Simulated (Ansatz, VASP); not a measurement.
**Two plane-wave programs on Mg**

Contents of INCAR:

```
PREC = Accurate ; ENCUT = 520
EDIFF = 1E-7 ; ISMEAR = -1
SIGMA = 0.1 ; LREAL = F
LASPH = T ; NELM = 80
ALGO = Normal ; ISIF = 2
LWAVE = F ; LCHARG = T
GGA = PS ; LELF = T
LVHAR = T ; NBANDS = 9
```

Contents of KPOINTS:

```
regular mesh
0
Gamma
  19 19 10
```

POSCAR

```
Mg
1.0
    3.2574639805      0.0000000000      0.0000000000
   -1.6287319902      2.8210465591      0.0000000000
    0.0000000000      0.0000000000      5.2882590544
Mg
2
Direct
    0.3333333333      0.6666666667      0.2500000000
    0.6666666667      0.3333333333      0.7500000000
```

Input for Ansatz:

```yaml
crystal:
  lattice:
    - [3.2574639805, 0.0, 0.0]
    - [-1.6287319902, 2.8210465591, 0.0]
    - [0.0, 0.0, 5.2882590544]
  atoms:
    - { symbol: Mg, position: [0.3333333333, 0.6666666667, 0.25] }
    - { symbol: Mg, position: [0.6666666667, 0.3333333333, 0.75] }
hamiltonian:
  xc: pbesol
  pseudopotentials:
    kind: paw
    azcp:
      Mg: "pseudopotentials/Mg.paw.azcp"
basis:
  ecutwfc: 420
  fft_grid_basis: typed
kpoints:
  mp_grid: { grid: [19, 19, 10], shift: [0, 0, 0] }
magnetization:
  spin_polarized: false
scf:
  occupations: { method: fermi_dirac, width: 0.1 }
output:
  stress: true
```

Alike in both runs: task single point; functional PBEsol; k mesh 19 × 19 × 10; occupations fermi-dirac, width 0.1 eV; no spin polarisation.

|  | VASP | Ansatz |
| --- | --- | --- |
| version | VASP 6.6.1 | Ansatz 0.2.0 |
| potentials or method | VASP PAW PBE potentials, release 64 (Mg), cutoff 520 eV | plane waves (420 eV) with PAW, scalar-relativistic |
| valence electrons in the cell | 4 | 20 |

VASP gave:

- pressure (GPa): -2.5

Problem. What did Ansatz give for the same quantities?

Solution. Pressure (GPa): -2.4.

VASP's potentials were made for PBE, not for PBEsol, and Ansatz warns of the same on its side. VASP's potentials hold 4 valence electrons a cell and Ansatz's 20, so a difference there can come from the potentials and not from the codes.
